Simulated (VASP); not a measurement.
# BeHF (P4/nmm) in VASP: further runs, part 2 of 2

VASP 6.6.1.

## Step 3: Single point, PBE

This run uses another cell than the first one, of 7.54 Å³/atom, 0.859 times its volume.

Input file INCAR:

```
SYSTEM = BeHF
  ALGO = Normal
  EDIFF = 1E-6
  ENCUT = 520
  GGA = PE
  ISIF = 2
  ISMEAR = 0
  LASPH = .TRUE.
  LCHARG = .FALSE.
  LREAL = .FALSE.
  LWAVE = .FALSE.
  NBANDS = 19
  NELM = 100
  PREC = Accurate
  SIGMA = 0.01
```

Input file KPOINTS:

```
k-points
0
G
  14 14 6
  0 0 0
```

Input file POSCAR:

```
BeHF
1.0
    2.5477814651      0.0000000000      0.0000000000
    0.0000000000      2.5477814651      0.0000000000
    0.0000000000      0.0000000000      6.9736355310
Be H F
2 2 2
Direct
    0.0000000000      0.5000000000      0.8573659927
    0.5000000000      0.0000000000      0.1426340073
    0.0000000000      0.0000000000      0.0000000000
    0.5000000000      0.5000000000      0.0000000000
    0.0000000000      0.5000000000      0.2701772529
    0.5000000000      0.0000000000      0.7298227471
```

Potentials or basis: VASP PAW PBE potentials, release 64 (Be, H, F).

The run is started by

```
> cat potpaw_PBE.64/Be/POTCAR potpaw_PBE.64/H/POTCAR potpaw_PBE.64/F/POTCAR > POTCAR
> mpirun -np 1 vasp_std > vasp.out
```

OUTCAR:

```text
SYSTEM = BeHF
   EDIFF = 1E-6
   ENCUT = 520
   GGA = PE
   ISIF = 2
   ISMEAR = 0
   LASPH = .TRUE.
   LREAL = .FALSE.
   NELM = 100
   PREC = Accurate

 ion  position               nearest neighbor table
   1  0.000  0.500  0.857-   3 1.62   4 1.62   3 1.62   4 1.62   6 2.01   6 2.01   6 2.01   6 2.01

   2  0.500  0.000  0.143-   3 1.62   4 1.62   4 1.62   3 1.62   5 2.01   5 2.01   5 2.01   5 2.01

   3  0.000  0.000  0.000-   1 1.62   2 1.62   1 1.62   2 1.62
[... 741 lines left out ...]
  -------------------------------------------------------------------------------------
  Total       -0.0246735     -0.0246735     -0.0708236      0.0000000     -0.0000000     -0.0000000
  in kB       -0.8732868     -0.8732868     -2.5067151      0.0000000     -0.0000000     -0.0000000
  external PRESSURE =      -1.4177629 kB  Pullay stress =       0.0000000 kB

 VOLUME and BASIS-vectors are now :
 -----------------------------------------------------------------------------
  energy-cutoff  :      520.00
  volume of cell :       45.27
      direct lattice vectors                 reciprocal lattice vectors
     2.547781465  0.000000000  0.000000000     0.392498342  0.000000000  0.000000000
     0.000000000  2.547781465  0.000000000     0.000000000  0.392498342  0.000000000
     0.000000000  0.000000000  6.973635531     0.000000000  0.000000000  0.143397227

 POSITION                                       TOTAL-FORCE (eV/Angst)
 -----------------------------------------------------------------------------------
      0.00000      1.27389      5.97896         0.000000      0.000000     -0.021406
      1.27389      0.00000      0.99468        -0.000000      0.000000      0.021406
      0.00000      0.00000      0.00000        -0.000000      0.000000      0.000000
      1.27389      1.27389      0.00000         0.000000     -0.000000      0.000000
      0.00000      1.27389      1.88412         0.000000      0.000000     -0.001278
      1.27389      0.00000      5.08952        -0.000000      0.000000      0.001278
 -----------------------------------------------------------------------------------
    total drift:                               -0.000000      0.000000      0.000000

  FREE ENERGIE OF THE ION-ELECTRON SYSTEM (eV)
  ---------------------------------------------------
  free  energy   TOTEN  =       -23.2517339260 eV

  energy  without entropy=      -23.2516266818  energy(sigma->0) =      -23.25168030
```

OSZICAR:

```text
N       E                     dE             d eps       ncg     rms          rms(c)
DAV:   1     0.761776949475E+02    0.76178E+02   -0.10112E+04  5488   0.950E+02
DAV:   2    -0.206246199389E+02   -0.96802E+02   -0.93317E+02  6843   0.232E+02
DAV:   3    -0.245077444147E+02   -0.38831E+01   -0.38627E+01  6662   0.433E+01
DAV:   4    -0.245305938664E+02   -0.22849E-01   -0.22843E-01  6286   0.364E+00
DAV:   5    -0.245307293684E+02   -0.13550E-03   -0.13550E-03  6375   0.268E-01    0.691E+00
DAV:   6    -0.234877068894E+02    0.10430E+01   -0.17477E+00  6088   0.100E+01    0.309E+00
DAV:   7    -0.232758841141E+02    0.21182E+00   -0.21625E-01  6565   0.358E+00    0.131E+00
DAV:   8    -0.232486949477E+02    0.27189E-01   -0.12096E-01  6452   0.234E+00    0.371E-01
DAV:   9    -0.232516870130E+02   -0.29921E-02   -0.98566E-03  5825   0.681E-01    0.746E-02
DAV:  10    -0.232517161612E+02   -0.29148E-04   -0.43530E-04  6423   0.195E-01    0.258E-02
DAV:  11    -0.232517346170E+02   -0.18456E-04   -0.71198E-05  6099   0.656E-02    0.143E-02
DAV:  12    -0.232517339260E+02    0.69099E-06   -0.94174E-06  6084   0.268E-02
   1 F= -.23251734E+02 E0= -.23251680E+02  d E =-.107244E-03
```

stdout:

```text
POSCAR found type information on POSCAR BeH F
 POSCAR found :  3 types and       6 ions
 scaLAPACK will be used
 LDA part: xc-table for (Slater+PW92), standard interpolation
 POSCAR, INCAR and KPOINTS ok, starting setup
 FFT: planning ... GRIDC
 FFT: planning ... GRID_SOFT
 FFT: planning ... GRID
 WAVECAR not read
 entering main loop
```

Run time: 90 s. Hardware: 1 thread of Oxide Virtual Turin-like, shared host; peak memory 0.19 GiB.

Results:

```
Free energy            : -23.2517 eV
Pressure               : -0.1 GPa
Largest force          : 0.021 eV/Å
Band gap on the k mesh : zero (band 10 reaches 5.31 eV, above the bottom of band 11 at 5.18 eV)
```

Forces in eV/Å, atoms in the order of the input:
```
Be   0.000  0.000 -0.021
Be   0.000  0.000  0.021
H    0.000  0.000  0.000
H    0.000  0.000  0.000
F    0.000  0.000 -0.001
F    0.000  0.000  0.001
```

Stress tensor (GPa, compression positive):
```
-0.09  0.00  0.00
 0.00 -0.09  0.00
 0.00  0.00 -0.25
```

Levels at points of the mesh, in eV from the Fermi level:
```
           k point  band 7  band 8  band 9  band 10  band 11  band 12  band 13  band 14
(0.00, 0.00, 0.00)   -7.17   -7.11   -7.11     0.00     0.90     1.05     5.66     6.00
(0.50, 0.00, 0.00)   -6.66   -6.66   -6.42    -6.42     3.04     3.04     6.31     6.31
(0.50, 0.50, 0.00)   -7.36   -7.36   -5.85    -5.85     0.75     0.75     3.65     3.65
(0.00, 0.00, 0.50)   -7.13   -7.13   -6.92    -0.65     1.05     1.69     4.75     6.00
(0.50, 0.00, 0.50)   -6.66   -6.66   -6.50    -6.50     3.14     3.14     6.49     6.49
(0.50, 0.50, 0.50)   -7.36   -7.36   -5.82    -5.82     0.76     0.76     3.61     3.61
```

## Step 4: Relaxation of cell and atoms, PBE

This run uses another cell than the first one, of 7.33 Å³/atom, 0.834 times its volume.

Input file INCAR:

```
PREC = Accurate
ENCUT = 600
EDIFF = 1E-6
ISMEAR = 0
SIGMA = 0.01
LREAL = F
LASPH = T
NELM = 100
ALGO = Normal
ISIF = 3
LWAVE = F
LCHARG = F
GGA = PE
IBRION = 2
NSW = 100
EDIFFG = -0.01
```

Input file KPOINTS:

```
regular mesh
0
Gamma
  14 14 6
```

Input file POSCAR:

```
BeHF
1.0
    2.5479892630      0.0000000000      0.0000000000
    0.0000000000      2.5479892630      0.0000000000
    0.0000000000      0.0000000000      6.7724904751
Be H F
2 2 2
Direct
    0.0000000000      0.5000000000      0.8537995851
    0.5000000000      0.0000000000      0.1462004149
    0.0000000000      0.0000000000      0.0000000000
    0.5000000000      0.5000000000      0.0000000000
    0.0000000000      0.5000000000      0.2777269390
    0.5000000000      0.0000000000      0.7222730610
```

The run is started by

```
> cat potpaw_PBE.64/Be/POTCAR potpaw_PBE.64/H/POTCAR potpaw_PBE.64/F/POTCAR > POTCAR
> mpirun -np 1 vasp_std > vasp.out
```

Run time: 3 min. Hardware: 1 thread of Oxide Virtual Turin-like, shared host; peak memory 0.2 GiB.

Results (log left out):

* Free energy: -23.2559 eV
* Relaxed volume: 7.33 Å³/atom
* Relaxed cell: a = 2.548 Å, b = 2.548 Å, c = 6.777 Å, α = 90.00°, β = 90.00°, γ = 90.00°
* Space group after relaxing (to 0.05 Å): P4/nmm (No. 129)
* Energy gained by relaxing: 0.0 meV/atom
* Ionic steps: 5
* Pressure after relaxing: 0.0 GPa
* Largest force after relaxing: 0.007 eV/Å
* Band gap on the k mesh: zero (band 10 reaches 5.62 eV, above the bottom of band 11 at 5.45 eV)

Forces in eV/Å, atoms in the order of the input:
```
Be   0.000  0.000  0.003
Be   0.000  0.000 -0.003
H    0.000  0.000  0.000
H    0.000  0.000  0.000
F    0.000  0.000  0.007
F    0.000  0.000 -0.007
```

The path:
```tsv
step	energy change (eV)	largest force (eV/Å)	pressure (GPa)	volume (Å³)
1	0.0000	0.0465	0.03	43.97
2	-0.0002	0.0251	0.07	43.98
3	-0.0002	0.0177	0.01	43.98
4	-0.0002	0.0195	0.03	43.98
5	-0.0002	0.0070	-0.04	43.99
```

Final structure:
```
Be H F
1.0
     2.54781    0.00000    0.00000
     0.00000    2.54781    0.00000
     0.00000    0.00000    6.77725
Be H F
2 2 2
Direct
  0.00000 0.50000 0.85317
  0.50000 0.00000 0.14683
  0.00000 0.00000 0.00000
  0.50000 0.50000 0.00000
  0.00000 0.50000 0.27781
  0.50000 0.00000 0.72219
```

Levels at points of the mesh, in eV from the Fermi level:
```
           k point  band 7  band 8  band 9  band 10  band 11  band 12  band 13  band 14
(0.00, 0.00, 0.00)   -7.20   -7.14   -7.14     0.05     0.89     1.05     5.67     6.00
(0.50, 0.00, 0.00)   -6.69   -6.69   -6.42    -6.42     3.02     3.02     6.30     6.30
(0.50, 0.50, 0.00)   -7.39   -7.39   -5.86    -5.86     0.75     0.75     3.64     3.64
(0.00, 0.00, 0.50)   -7.16   -7.16   -6.88    -0.69     1.05     1.74     4.89     6.00
(0.50, 0.00, 0.50)   -6.69   -6.69   -6.53    -6.53     3.14     3.14     6.49     6.49
(0.50, 0.50, 0.50)   -7.39   -7.39   -5.82    -5.82     0.76     0.76     3.59     3.59
```

## Step 5: Overview

| task | cell | k mesh | cutoff (eV) | smearing | gap on the mesh (eV) | pressure (GPa) | largest force (eV/Å) |
| --- | --- | --- | --- | --- | --- | --- | --- |
| single point | a = 3.171, b = 3.171, c = 5.240 Å, 6 atoms | 6 × 6 × 4 | 520 | gaussian 0.1 eV | - | -19.7 | 0.58 |
| single point | a = 2.548, b = 2.548, c = 6.974 Å, 6 atoms | 14 × 14 × 6 | 520 | gaussian 0.01 eV | none | -0.1 | 0.02 |
| relaxation of cell and atoms | relaxed from a = 2.548, b = 2.548, c = 6.772 Å, 6 atoms | 14 × 14 × 6 | 600 | gaussian 0.01 eV | none | 0.0 | 0.01 |

Alike in all rows: level PBE; potentials or basis VASP PAW PBE potentials, release 64 (Be, H, F); no spin polarisation.

Total energies depend on the potentials used, so only differences within one code and one set of settings carry meaning.
